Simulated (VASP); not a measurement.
# NbSi (Fm-3m) in VASP: further runs

The runs below take NbSi through single point, with PBEsol, PBEsol+D3(BJ).

Everything below comes from runs of VASP 6.6.1. Logs are shortened: lines on timing, memory, paths and dates and some standing lists are left out, and cuts for length are marked.

## Step 1: The cell of the first run

Symmetry: Fm-3m, No. 225, cubic system. Conventional cell: a = 5.148 Å, b = 5.148 Å, c = 5.148 Å, α = 90.00°, β = 90.00°, γ = 90.00°. Within 3.4 Å of Nb (site symmetry m-3m) lie 6 Si at 2.57 Å. Si (site symmetry m-3m) has 6 Nb at 2.57 Å within 3.4 Å.

## Step 2: Single point, PBEsol

INCAR reads:

```
  PREC = Accurate
  ENCUT = 500
  EDIFF = 1E-6
  ISMEAR = -1
  SIGMA = 0.05
  LREAL = False
  LASPH = True
  NELM = 120
  ALGO = Normal
  ISIF = 2
  LWAVE = False
  LCHARG = False
  GGA = PS
  NBANDS = 16
  GGA_COMPAT = False
```

KPOINTS reads:

```
regular mesh
0
Gamma
  9 9 9
```

POSCAR reads:

```
NbSi
1.0
    0.0000000000      2.5738300000      2.5738300000
    2.5738300000      0.0000000000      2.5738300000
    2.5738300000      2.5738300000      0.0000000000
Nb Si
1 1
Direct
    0.0000000000      0.0000000000      0.0000000000
    0.5000000000      0.5000000000      0.5000000000
```

Potentials or basis: VASP PAW PBE potentials, release 64 (Nb_sv, Si).

Run with:

```sh
> cat potpaw_PBE.64/Nb_sv/POTCAR potpaw_PBE.64/Si/POTCAR > POTCAR
> mpirun -np 1 vasp_std > vasp.out
```

OUTCAR:

```text
PREC = Accurate
   ENCUT = 500
   EDIFF = 1E-6
   ISMEAR = -1
   LREAL = False
   LASPH = True
   NELM = 120
   ISIF = 2
   GGA = PS

 ion  position               nearest neighbor table
   1  0.000  0.000  0.000-   2 2.57   2 2.57   2 2.57   2 2.57   2 2.57   2 2.57
   2  0.500  0.500  0.500-   1 2.57   1 2.57   1 2.57   1 2.57   1 2.57   1 2.57

  LATTYP: Found a face centered cubic cell.
 ALAT       =     5.1476600000

  Lattice vectors:

 A1 = (   0.0000000000,   2.5738300000,   2.5738300000)
 A2 = (   2.5738300000,   0.0000000000,   2.5738300000)
 A3 = (   2.5738300000,   2.5738300000,   0.0000000000)

Analysis of symmetry for initial positions (statically):
=====================================================================
 Subroutine PRICEL returns:
 Original cell was already a primitive cell.

 Routine SETGRP: Setting up the symmetry group for a
 face centered cubic supercell.

 Subroutine GETGRP returns: Found 48 space group operations
 (whereof 48 operations were pure point group operations)
 out of a pool of 48 trial point group operations.

The static configuration has the point symmetry O_h .

Analysis of symmetry for dynamics (positions and initial velocities):
=====================================================================
 Subroutine PRICEL returns:
 Original cell was already a primitive cell.

 Routine SETGRP: Setting up the symmetry group for a
 face centered cubic supercell.

 Subroutine GETGRP returns: Found 48 space group operations
 (whereof 48 operations were pure point group operations)
 out of a pool of 48 trial point group operations.

The dynamic configuration has the point symmetry O_h .

 Subroutine INISYM returns: Found 48 space group operations
 (whereof 48 operations are pure point group operations),
 and found     1 'primitive' translations

----------------------------------------------------------------------------------------

                                     Primitive cell

  volume of cell :      34.1012

  direct lattice vectors                    reciprocal lattice vectors
     0.000000000  2.573830000  2.573830000    -0.194263024  0.194263024  0.194263024
     2.573830000  0.000000000  2.573830000     0.194263024 -0.194263024  0.194263024
     2.573830000  2.573830000  0.000000000     0.194263024  0.194263024 -0.194263024

  length of vectors
     3.639945293  3.639945293  3.639945293     0.336473428  0.336473428  0.336473428

  position of ions in fractional coordinates (direct lattice)
     0.000000000  0.000000000  0.000000000
     0.500000000  0.500000000  0.500000000

  ion indices of the primitive-cell ions
   primitive index   ion index
                 1           1
                 2           2

----------------------------------------------------------------------------------------

 KPOINTS: regular mesh

Automatic generation of k-mesh.
 Grid dimensions read from file:
 generate k-points for:    9    9    9

 Generating k-lattice:

  Cartesian coordinates                     Fractional coordinates (reciprocal lattice)
    -0.021584780  0.021584780  0.021584780     0.111111111  0.000000000  0.000000000
     0.021584780 -0.021584780  0.021584780     0.000000000  0.111111111  0.000000000
     0.021584780  0.021584780 -0.021584780     0.000000000  0.000000000  0.111111111

  Length of vectors
     0.037385936  0.037385936  0.037385936

  Shift w.r.t. Gamma in fractional coordinates (k-lattice)
     0.000000000  0.000000000  0.000000000

 Subroutine IBZKPT returns following result:
 ===========================================

 Found     35 irreducible k-points:

 Following reciprocal coordinates:
            Coordinates               Weight
  0.000000  0.000000  0.000000      1.000000
  0.111111  0.000000  0.000000      8.000000
  0.222222  0.000000  0.000000      8.000000
  0.333333  0.000000  0.000000      8.000000
  0.444444  0.000000  0.000000      8.000000
  0.111111  0.111111  0.000000      6.000000
[... 16 lines left out ...]
 -0.333333  0.333333  0.000000     12.000000
  0.444444  0.444444  0.000000      6.000000
 [... further k-points ...]
   k-points           NKPTS =     35   k-points in BZ     NKDIM =     35   number of bands    NBANDS=     16
   number of dos      NEDOS =    301   number of ions     NIONS =      2
   total plane-waves  NPLWV =  21952
   dimension x,y,z NGX =    28 NGY =   28 NGZ =   28
   dimension x,y,z NGXF=    56 NGYF=   56 NGZF=   56
   ions per type =               1   1
   NGX,Y,Z   is equivalent  to a cutoff of  12.79, 12.79, 12.79 a.u.
   NGXF,Y,Z  is equivalent  to a cutoff of  25.58, 25.58, 25.58 a.u.
 SYSTEM =  unknown system
   PREC   = accura    normal or accurate (medium, high low for compatibility)
   ISTART =      0    job   : 0-new  1-cont  2-samecut
   ICHARG =      2    charge: 1-file 2-atom 10-const
   ISPIN  =      1    spin polarized calculation?
   LNONCOLLINEAR =      F non collinear calculations
   LSORBIT =      F    spin-orbit coupling
   LASPH  =      T    aspherical Exc in radial PAW
   ENCUT  =  500.0 eV  36.75 Ry    6.06 a.u.   6.64  6.64  6.64*2*pi/ulx,y,z
   NELM   =    120;   NELMIN=  2; NELMDL= -5     # of ELM steps
   EDIFF  = 0.1E-05   stopping-criterion for ELM
   LREAL  =      F    real-space projection
   EDIFFG = 0.1E-04   stopping-criterion for IOM
   NSW    =      0    number of steps for IOM
   IBRION =     -1    ionic relax: 0-MD 1-quasi-New 2-CG
   NFREE  =      0    steps in history (QN), initial steepest desc. (CG)
   ISIF   =      2    stress and relaxation
   ISYM   =      2    0-nonsym 1-usesym 2-fastsym
   POTIM  = 0.5000    time-step for ionic-motion
   TEBEG  =    0.0;   TEEND  =   0.0 temperature during run
   PSTRESS=    0.0 pullay stress
   NELECT =      17.0000    total number of electrons
   NUPDOWN=      -1.0000    fix difference up-down
   EMIN   =  10.00;   EMAX   =-10.00  energy-range for DOS
   EFERMI =   0.00;   METHOD = LEGACY
   ISMEAR =    -1;   SIGMA  =   0.05  broadening in eV -4-tet -1-fermi 0-gaus
   EFERMI_NEDOS =   21; number of points for ismear=-14 and -15
   IALGO  =     38    algorithm
   IMIX   =      4    mixing-type and parameters
     AMIX     =   0.40;   BMIX     =  1.00
     AMIX_MAG =   1.60;   BMIX_MAG =  1.00
  volume/ion in A,a.u.               =      17.05       115.06
  Fermi-wavevector in a.u.,A,eV,Ry     =   1.298079  2.453015 22.925957  1.685010
  Thomas-Fermi vector in A             =   2.429431
   LORBIT       =      0    0 simple, 1 ext, 2 COOP (PROOUT), +10 PAW based schemes
   GGA     = PS    functional components
   LHFCALC =     F    Hartree Fock is set to
   AEXX    =    0.0000 exact exchange contribution
   IVDW    =     0    specifies the selected vdW correction
   LEPSILON=     F    determine dielectric tensor
   LRPA    =     F    only Hartree local field effects (RPA)
 non-spin polarized calculation
  energy-cutoff  :      500.00
  volume of cell :       34.10
 maximum number of plane-waves:       893
   NGX = 13   NGY = 13   NGZ = 13

 number of electron      17.0000002 magnetization

 Free energy of the ion-electron system (eV)
  ---------------------------------------------------
  ext. energy  EPLUGINS =         0.00000000
  ---------------------------------------------------
  free energy    TOTEN  =       -17.22338415 eV

  energy without entropy =      -17.21291799  energy(sigma->0) =      -17.21815107

 E-fermi :  10.1233     XC(G=0): -11.6969

 val. band max:       10.0570002871   @ k =   0.4444   0.4444   0.0000
 cond. band min:      10.1245969007   @ k =   0.4444   0.2222   0.1111
 fundamental gap:      0.0675966136
 Fermi energy:        10.1233018518

 k-point     1 :       0.0000    0.0000    0.0000
  band No.  band energies     occupation
      1     -45.0283      2.00000
      2     -21.0726      2.00000
      3     -21.0726      2.00000
      4     -21.0726      2.00000
      5      -0.5084      2.00000
      6       8.8870      2.00000
[... 8 lines left out ...]
     15      19.5500      0.00000
     16      23.4927      0.00000

 k-point     2 :       0.1111    0.0000    0.0000
  band No.  band energies     occupation
      1     -45.0263      2.00000
      2     -21.0980      2.00000
      3     -21.0758      2.00000
      4     -21.0758      2.00000
      5      -0.2717      2.00000
      6       8.4586      2.00000
[... 8 lines left out ...]
     15      20.1639      0.00000
     16      22.6125      0.00000

 k-point     3 :       0.2222    0.0000    0.0000
  band No.  band energies     occupation
      1     -45.0212      2.00000
      2     -21.1616      2.00000
      3     -21.0838      2.00000
      4     -21.0838      2.00000
      5       0.4079      2.00000
      6       7.3607      2.00000
[... 8 lines left out ...]
     15      21.1276      0.00000
     16      21.1279      0.00000

 k-point     4 :       0.3333    0.0000    0.0000
  band No.  band energies     occupation
      1     -45.0155      2.00000
      2     -21.2329      2.00000
      3     -21.0929      2.00000
      4     -21.0929      2.00000
      5       1.4404      2.00000
      6       5.9549      2.00000
[... 8 lines left out ...]
     15      19.3436      0.00000
     16      19.3436      0.00000
[... 324 lines left out ...]
 k-point    22 :      -0.4444    0.3333    0.0000
  band No.  band energies     occupation
      1     -45.0066      2.00000
      2     -21.2380      2.00000
      3     -21.1777      2.00000
      4     -21.1332      2.00000
      5       2.1953      2.00000
      6       6.1316      2.00000
[... 8 lines left out ...]
     15      20.3643      0.00000
     16      21.2919      0.00000

 k-point    23 :      -0.3333    0.3333    0.0000
  band No.  band energies     occupation
      1     -45.0071      2.00000
      2     -21.2145      2.00000
      3     -21.2070      2.00000
      4     -21.1213      2.00000
      5       2.5118      2.00000
      6       5.6128      2.00000
[... 8 lines left out ...]
     15      19.9448      0.00000
     16      21.4058      0.00000

 k-point    24 :       0.4444    0.4444    0.0000
  band No.  band energies     occupation
      1     -45.0065      2.00000
      2     -21.2555      2.00000
      3     -21.1459      2.00000
      4     -21.1459      2.00000
      5       1.7476      2.00000
      6       6.5214      2.00000
[... 8 lines left out ...]
     15      21.4212      0.00000
     16      23.7539      0.00000

 [... further k-points ...]

------------------------ aborting loop because EDIFF is reached ----------------------------------------

  FORCE on cell =-STRESS in cart. coord.  units (eV):
  Direction    XX          YY          ZZ          XY          YZ          ZX
  --------------------------------------------------------------------------------------
  -------------------------------------------------------------------------------------
  Total       -0.9441213     -0.9441213     -0.9441213     -0.0000000     -0.0000000     -0.0000000
  in kB      -44.3576763    -44.3576763    -44.3576763     -0.0000000     -0.0000000     -0.0000000
  external PRESSURE =     -44.3576763 kB  Pullay stress =       0.0000000 kB

 VOLUME and BASIS-vectors are now :
 -----------------------------------------------------------------------------
  energy-cutoff  :      500.00
  volume of cell :       34.10
      direct lattice vectors                 reciprocal lattice vectors
     0.000000000  2.573830000  2.573830000    -0.194263024  0.194263024  0.194263024
     2.573830000  0.000000000  2.573830000     0.194263024 -0.194263024  0.194263024
     2.573830000  2.573830000  0.000000000     0.194263024  0.194263024 -0.194263024

 POSITION                                       TOTAL-FORCE (eV/Angst)
 -----------------------------------------------------------------------------------
      0.00000      0.00000      0.00000         0.000000     -0.000000      0.000000
      2.57383      2.57383      2.57383        -0.000000      0.000000     -0.000000
 -----------------------------------------------------------------------------------
    total drift:                               -0.000000      0.000000      0.000000

  FREE ENERGIE OF THE ION-ELECTRON SYSTEM (eV)
  ---------------------------------------------------
  free  energy   TOTEN  =       -17.2233841542 eV

  energy  without entropy=      -17.2129179888  energy(sigma->0) =      -17.21815107
```

Wall time 12 s (1 thread of AMD EPYC 9R45 (Zen 5), shared host); peak memory 0.13 GiB.

What came out:

| Item | Value |
| --- | --- |
| Free energy | -17.2234 eV |
| Pressure | -4.4 GPa |
| Band gap on the k mesh | zero (an odd number of electrons rules out a gap without spin polarisation) |

Caveat: the cell stands under tension; the PAW data sets were made with another functional, which shifts forces and pressure a little.

## Step 3: Single point, PBEsol+D3(BJ)

This run uses another cell than the first one, of 16.01 Å³/atom.

INCAR reads:

```
  ALGO = Normal
  EDIFF = 1E-6
  ENCUT = 520
  GGA = PS
  ISIF = 2
  ISMEAR = -1
  IVDW = 12
  LASPH = True
  LCHARG = False
  LREAL = False
  LWAVE = False
  NBANDS = 16
  NELM = 60
  PREC = Accurate
  SIGMA = 0.05
```

KPOINTS reads:

```
k-points
0
Gamma
  9 9 9
```

POSCAR reads:

```
NbSi
1.0
    0.0000000000      2.5206106211      2.5206106211
    2.5206106211      0.0000000000      2.5206106211
    2.5206106211      2.5206106211      0.0000000000
Nb Si
1 1
Direct
    0.0000000000      0.0000000000      0.0000000000
    0.5000000000      0.5000000000      0.5000000000
```

Potentials or basis: VASP PAW PBE potentials, release 64 (Nb_sv, Si).

Run with:

```sh
> cat potpaw_PBE.64/Nb_sv/POTCAR potpaw_PBE.64/Si/POTCAR > POTCAR
> mpirun -np 1 vasp_std > vasp.out
```

It took 19 s on 1 thread of Intel Xeon 8259CL, shared host; peak memory 0.17 GiB.

Results (log left out):

```yaml
Free_energy: -18.3442 eV
Pressure: -0.1 GPa
Band_gap_on_the_k_mesh: zero (an odd number of electrons rules out a gap without spin polarisation)
Dispersion_energy_per_atom: -0.563 eV
```

Levels at points of the mesh, in eV from the Fermi level:
```csv
k point,band 6,band 7,band 8,band 9,band 10,band 11,band 12,band 13
"(0.00, 0.00, 0.00)",-1.39,-1.39,-1.39,-0.74,-0.74,2.64,2.64,2.64
```

Caveat: the PAW data sets were made with another functional, which shifts forces and pressure a little.
